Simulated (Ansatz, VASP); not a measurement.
C: VASP beside Ansatz

```
C
1.0
     3.44535    0.00000    0.00000
     0.00000    3.44535    0.00000
     0.00000    0.00000    3.69659
C
4
Direct
  0.00000 0.29998 0.00000
  0.70002 0.00000 0.00000
  0.29998 0.00000 0.00000
  0.00000 0.70002 0.00000
```

Change from the starting cell: the structure that the rattled cell fell into.

Alike in both runs: functional PBE; k mesh 6 × 6 × 6; occupations gaussian, width 0.1 eV; no spin polarisation.

Ansatz relaxed the structure, and its values are those at the end. VASP's run is a single point on that final structure, the one shown.

```csv
,VASP,Ansatz
version,VASP 6.6.1,Ansatz 0.2.0
potentials or method,"VASP PAW PBE potentials, release 64 (C), cutoff 520 eV","scalar-relativistic, plane waves, PAW"
valence electrons in the cell,16,16
```

VASP gave:

* gap on the k mesh at the Fermi level (eV): none
* pressure (GPa): 0.3
* rms of the force components (eV/Å): 0.024

Question: Which values does Ansatz return?

Answer: gap on the k mesh at the Fermi level (eV): none; pressure (GPa): 0.1; rms of the force components (eV/Å): 0.001.

A gap of «none» marks a metal or a gap that the smearing closes. The functional is the same, so the differences come from potentials, cutoffs and numerics.
